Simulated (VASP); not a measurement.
# Mg2C3 (P-1) in VASP: notebook, part 2 of 2

VASP 6.6.1. The steps go on from the part before.

### Step 4. Single point, r2SCAN (strain +0.1125 x Voigt [0, 0, 0, 1, 0, 0])

POSCAR

```
Mg2C3
1.0
    2.3870223790     -2.3397687327     -0.1379360920
    2.3870223790      2.3390550131      0.1252477438
   -1.2253611782      0.2732858938      4.8584158892
Mg C
2 3
Direct
    0.8082382625      0.8082382625      0.1984312469
    0.1917617375      0.1917617375      0.8015687531
    0.3041690745      0.3041690745      0.2614645499
    0.6958309255      0.6958309255      0.7385354501
    0.5000000000      0.5000000000      0.5000000000
```

INCAR.step1

```
SYSTEM = Mg2C3
ALGO = Normal
EDIFF = 1E-5
ENCUT = 750
GGA = PE
GGA_COMPAT = .False.
ISMEAR = 0
LASPH = .True.
LCHARG = .False.
LREAL = .False.
LWAVE = .True.
NBANDS = 24
NELM = 120
PREC = Accurate
SIGMA = 0.05
```

INCAR.step2

```
SYSTEM = Mg2C3
ALGO = Normal
EDIFF = 1E-6
ENCUT = 750
GGA_COMPAT = .False.
ISIF = 2
ISMEAR = 0
ISTART = 1
LASPH = .True.
LCHARG = .False.
LMIXTAU = .True.
LREAL = .False.
LWAVE = .False.
METAGGA = R2SCAN
NBANDS = 24
NELM = 120
PREC = Accurate
SIGMA = 0.05
```

KPOINTS

```
k-points
0
Gamma
  8 8 6
  0 0 0
```

Potentials or basis: VASP PAW PBE potentials, release 64 (Mg_sv, C).

Command:

```
> cat potpaw_PBE.64/Mg_sv/POTCAR potpaw_PBE.64/C/POTCAR > POTCAR
> cp INCAR.step1 INCAR
> mpirun -np 1 vasp_std > vasp.out
> cp INCAR.step2 INCAR
> mpirun -np 1 vasp_std > vasp.out
```

OUTCAR:

```text
SYSTEM = Mg2C3
   EDIFF = 1E-6
   ENCUT = 750
   ISIF = 2
   ISMEAR = 0
   ISTART = 1
   LASPH = .True.
   LREAL = .False.
   METAGGA = R2SCAN
   NELM = 120
   PREC = Accurate

 ion  position               nearest neighbor table
   1  0.808  0.808  0.198-
   2  0.192  0.192  0.802-
   3  0.304  0.304  0.261-   5 1.32
   4  0.696  0.696  0.739-   5 1.32
   5  0.500  0.500  0.500-   3 1.32   4 1.32

  LATTYP: Found a triclinic cell.
 ALAT       =     3.3453579668
 B/A-ratio  =     2.1763451137
 C/A-ratio  =     2.3114900707
 COS(alpha) =     0.0031129285
 COS(beta)  =     0.6043449706
 COS(gamma) =     0.7451144058

  Lattice vectors:

 A1 = (  -2.3870223790,   2.3397687327,   0.1379360920)
 A2 = (  -3.5486835798,   4.4062515716,  -4.5825437052)
 A3 = (  -5.9994059362,   0.2739996134,   4.8711042374)

[... 175 lines left out ...]
  ext. energy  EPLUGINS =         0.00000000
  ---------------------------------------------------
  free energy    TOTEN  =       -37.52029647 eV

  energy without entropy =      -37.52029647  energy(sigma->0) =      -37.52029647

 E-fermi :   4.9985     XC(G=0): -11.2843

 val. band max:        4.5788422485   @ k =  -0.0000  -0.0000   0.5000
 cond. band min:       6.1398007380   @ k =   0.5000   0.5000   0.0000
 fundamental gap:      1.5609584895
 Fermi energy:         4.9985381525

 k-point     1 :       0.0000    0.0000    0.0000
  band No.  band energies     occupation
      1     -73.7950      2.00000
      2     -73.7901      2.00000
      3     -38.9638      2.00000
      4     -38.9306      2.00000
      5     -38.9070      2.00000
      6     -38.8940      2.00000
[... 637 lines left out ...]
     23      15.4866      0.00000
     24      16.0882      0.00000

 [... further k-points ...]

------------------------ aborting loop because EDIFF is reached ----------------------------------------

  FORCE on cell =-STRESS in cart. coord.  units (eV):
  Direction    XX          YY          ZZ          XY          YZ          ZX
  --------------------------------------------------------------------------------------
  -------------------------------------------------------------------------------------
  Total       -0.2464584      0.2719253      0.0257030      0.2930464     -3.0238818     -0.1144931
  in kB       -7.3052301      8.0600896      0.7618592      8.6861352    -89.6303445     -3.3936695
  external PRESSURE =       0.5055729 kB  Pullay stress =       0.0000000 kB

 VOLUME and BASIS-vectors are now :
 -----------------------------------------------------------------------------
  energy-cutoff  :      750.00
  volume of cell :       54.05
      direct lattice vectors                 reciprocal lattice vectors
     2.387022379 -2.339768733 -0.137936092     0.209606493 -0.217390465  0.065093935
     2.387022379  2.339055013  0.125247744     0.209606493  0.211424194  0.040973110
    -1.225361178  0.273285894  4.858415889     0.000547413 -0.011622388  0.206620231

 POSITION                                       TOTAL-FORCE (eV/Angst)
 -----------------------------------------------------------------------------------
      3.61542      0.05365      0.95381         0.011607     -0.297705      0.036126
     -0.06673      0.21892      3.89192        -0.011607      0.297705     -0.036126
      1.13173      0.07124      1.26644         0.070584     -0.142307     -0.011613
      2.41696      0.20133      3.57928        -0.070584      0.142307      0.011613
      1.77434      0.13629      2.42286         0.000000      0.000000     -0.000000
 -----------------------------------------------------------------------------------
    total drift:                                0.000000     -0.000000     -0.000000

  FREE ENERGIE OF THE ION-ELECTRON SYSTEM (eV)
  ---------------------------------------------------
  free  energy   TOTEN  =       -37.5202964681 eV

  energy  without entropy=      -37.5202964681  energy(sigma->0) =      -37.52029647
```

OSZICAR.step1:

```text
N       E                     dE             d eps       ncg     rms          rms(c)
DAV:   1     0.352943696399E+03    0.35294E+03   -0.23922E+04  9680   0.189E+03
DAV:   2     0.767102527730E+00   -0.35218E+03   -0.33675E+03 10888   0.514E+02
DAV:   3    -0.304782177788E+02   -0.31245E+02   -0.30783E+02 15624   0.115E+02
DAV:   4    -0.336162724030E+02   -0.31381E+01   -0.31230E+01 11944   0.340E+01
DAV:   5    -0.338118105110E+02   -0.19554E+00   -0.19553E+00 13360   0.556E+00    0.118E+01
DAV:   6    -0.297528266951E+02    0.40590E+01   -0.60823E+00 11624   0.129E+01    0.500E+00
DAV:   7    -0.294715210048E+02    0.28131E+00   -0.15496E+00 13024   0.639E+00    0.233E+00
DAV:   8    -0.294618954910E+02    0.96255E-02   -0.16032E-01 11072   0.246E+00    0.434E-01
DAV:   9    -0.294601622856E+02    0.17332E-02   -0.84037E-03 12304   0.679E-01    0.140E-01
DAV:  10    -0.294604758341E+02   -0.31355E-03   -0.16920E-03 12352   0.269E-01    0.764E-02
DAV:  11    -0.294605156739E+02   -0.39840E-04   -0.14191E-04 12064   0.989E-02    0.216E-02
DAV:  12    -0.294605167640E+02   -0.10901E-05   -0.37026E-05 10584   0.466E-02
   1 F= -.29460517E+02 E0= -.29460517E+02  d E =-.498255E-18
```

Run time: 12 min. Hardware: 1 thread of Intel Xeon 6975P-C (Granite Rapids), shared host; peak memory 0.46 GiB.

Results:

```
Free energy            : -37.5203 eV
Pressure               : 0.1 GPa
Largest force          : 0.300 eV/Å
Band gap on the k mesh : 1.56 eV (least direct gap 2.28 eV)
```

Forces on the atoms (eV/Å):
```
Mg   0.012 -0.298  0.036
Mg  -0.012  0.298 -0.036
C    0.071 -0.142 -0.012
C   -0.071  0.142  0.012
C    0.000  0.000  0.000
```

Levels at points of the mesh, in eV from the valence-band top:
```tsv
k point	band 13	band 14	band 15	band 16	band 17	band 18	band 19	band 20
(0.00, 0.00, 0.00)	-3.68	-3.33	-1.61	-0.72	3.68	3.94	4.57	7.67
(0.50, 0.00, 0.00)	-5.27	-3.50	-3.41	-0.26	3.16	4.49	6.92	7.12
(0.00, 0.50, 0.00)	-4.88	-3.65	-3.10	-0.19	3.51	5.13	6.37	7.29
(0.50, 0.50, 0.00)	-5.86	-4.11	-2.86	-1.12	1.56	2.53	3.81	6.12
(0.00, 0.00, 0.50)	-4.26	-3.77	-0.96	0.00	3.13	4.00	4.36	6.30
(0.50, 0.00, 0.50)	-4.26	-3.33	-1.91	-0.48	1.80	4.27	6.78	6.93
(0.00, 0.50, 0.50)	-4.57	-3.69	-1.05	-0.19	2.95	4.25	5.72	7.06
(0.50, 0.50, 0.50)	-5.67	-4.22	-3.23	-2.04	2.07	3.85	5.81	7.42
```

Caveat: the cell differs from its parent crystal (strain +0.1125 x Voigt [0, 0, 0, 1, 0, 0]); the PAW data sets were made with another functional, which shifts forces and pressure a little.

### Step 5. Summary

| cell | cutoff (eV) | mended | gap on the mesh (eV) | pressure (GPa) | largest force (eV/Å) |
| --- | --- | --- | --- | --- | --- |
| a = 3.345, b = 3.344, c = 5.018 Å, angles 95.7, 104.6, 88.9°, 5 atoms | 660 | - | 1.56 | -0.1 | 0.37 |
| a = 3.343, b = 3.344, c = 5.014 Å, angles 103.1, 97.2, 88.9°, 5 atoms | 660 | - | 1.72 | -0.2 | 0.21 |
| a = 3.345, b = 3.344, c = 5.018 Å, angles 95.7, 104.6, 88.9°, 5 atoms | 750 | yes | 1.56 | 0.1 | 0.30 |

Alike in all rows: task single point; level r2SCAN; potentials or basis VASP PAW PBE potentials, release 64 (Mg_sv, C); no spin polarisation; k mesh 8 × 8 × 6; smearing gaussian 0.05 eV.

Caveats: the PAW data sets were made with another functional, which shifts forces and pressure a little.

Absolute energies hang on the potentials; compare differences alone.
